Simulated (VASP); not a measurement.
Set up this calculation in VASP 6.6.1, as the native input.

```yaml
Task: single point
Functional: LDA
Potentials_or_basis: VASP PAW LDA potentials, release 64 (Ni, Al)
Cutoff: 520 eV
k_mesh: 8 × 8 × 8
Occupations: fermi-dirac, width 0.05 eV
Spin: collinear spin, ferromagnetic start
Starting_moments: "[1.0, 1.0, 1.0, 0.0] μB"
Dipole_correction: no
Further_INCAR_settings: ALGO = Normal; EDIFF = 1e-07; NBANDS = 28
```

The structure of AlNi3 lies in POSCAR:

```
AlNi3
1.0
    3.4994093517      0.0000000000      0.0000000000
    0.0000000000      3.4994093517      0.0000000000
    0.0000000000      0.0000000000      3.4994093517
Ni Al
3 1
Direct
    0.5000000000      0.5000000000      0.0000000000
    0.5000000000      0.0000000000      0.5000000000
    0.0000000000      0.5000000000      0.5000000000
    0.0000000000      0.0000000000      0.0000000000
```

The input as run:

INCAR

```
SYSTEM = AlNi3
PREC = Accurate ; ENCUT = 520
EDIFF = 1E-7 ; ISMEAR = -1
SIGMA = 0.05 ; LREAL = .FALSE.
LASPH = .TRUE. ; NELM = 150
ALGO = Normal ; ISIF = 2
LWAVE = .FALSE. ; LCHARG = .TRUE.
ISPIN = 2 ; MAGMOM = 1 1 1 0
LORBIT = 11 ; LMAXMIX = 4
GGA = CA ; LELF = .TRUE.
LVHAR = .TRUE. ; NBANDS = 28
```

KPOINTS

```
Automatic mesh
0
G
  8 8 8
  0 0 0
```

Potentials or basis: VASP PAW LDA potentials, release 64 (Ni, Al).

Run with:

```console
$ cat potpaw_LDA.64/Ni/POTCAR potpaw_LDA.64/Al/POTCAR > POTCAR
$ mpirun -np 1 vasp_std > vasp.out
```

Results of the run:

The pressure is -3.2 GPa. The net moment is 0.33 μB per cell. The site moments are Ni +0.11; Al -0.00 μB. The valence electrons inside the program's atomic spheres are Ni 9.51; Al 0.83.

It took 43 s on 1 thread of Intel(R) Xeon(R) 6975P-C (Granite Rapids), with other jobs on the host, peak memory 0.18 GiB.
